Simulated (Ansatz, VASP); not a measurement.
## Two plane-wave programs on BN

The input INCAR:

```
PREC = Accurate
ENCUT = 520
EDIFF = 1E-7
ISMEAR = 0
SIGMA = 0.05
LREAL = F
LASPH = T
NELM = 100
ALGO = Normal
ISIF = 2
LWAVE = F
LCHARG = F
GGA = PE
NBANDS = 11
```

The input KPOINTS:

```
Automatic mesh
0
Gamma
  12 12 12
```

Contents of POSCAR:

```
BN
1.0
    0.0000000000      1.8130010000      1.8130010000
    1.8130010000      0.0000000000      1.8130010000
    1.8130010000      1.8130010000      0.0000000000
B N
1 1
Direct
    0.0195010036     -0.0195010036      0.0000000000
    0.7500000000      0.7500000000      0.7500000000
```

Input for Ansatz:

```yaml
crystal:
  lattice:
    - [0.0, 1.813001, 1.813001]
    - [1.813001, 0.0, 1.813001]
    - [1.813001, 1.813001, 0.0]
  atoms:
    - { symbol: B, position: [0.0195010036, -0.0195010036, 0.0] }
    - { symbol: "N", position: [0.75, 0.75, 0.75] }
basis:
  ecutwfc: 420
kpoints:
  mp_grid: { grid: [12, 12, 12] }
hamiltonian:
  xc: pbe
scf:
  occupations: { method: gaussian, width: 0.05 }
output:
  forces: true
  stress: true
  eigenvalues: true
```

Change from the starting cell: all B atoms moved -0.050 Å, as atom 1 along Cartesian [1 -1 0].

Alike in both runs: task single point; functional PBE; k mesh 12 × 12 × 12; occupations gaussian, width 0.05 eV; no spin polarisation.

```csv
,VASP,Ansatz
version,VASP 6.6.1,Ansatz 0.2.0
potentials or method,"VASP PAW PBE potentials, release 64 (B, N), cutoff 520 eV","scalar-relativistic, plane waves, PAW"
valence electrons in the cell,8,8
```

VASP gave:

* gap on the k mesh at the Fermi level (eV): 4.00
* least direct gap on the mesh (eV): 8.03
* pressure (GPa): 0.5
* traceless stress, the component that is largest in VASP (GPa): -0.78
* rms of the force components (eV/Å): 0.687

Q: What did Ansatz give for the same quantities?

A: gap on the k mesh at the Fermi level (eV): 4.01; least direct gap on the mesh (eV): 8.03; pressure (GPa): 0.3; traceless stress, the component that is largest in VASP (GPa): -0.78; rms of the force components (eV/Å): 0.684.

Atom by atom the forces differ by 0.004 eV/Å (rms over components).
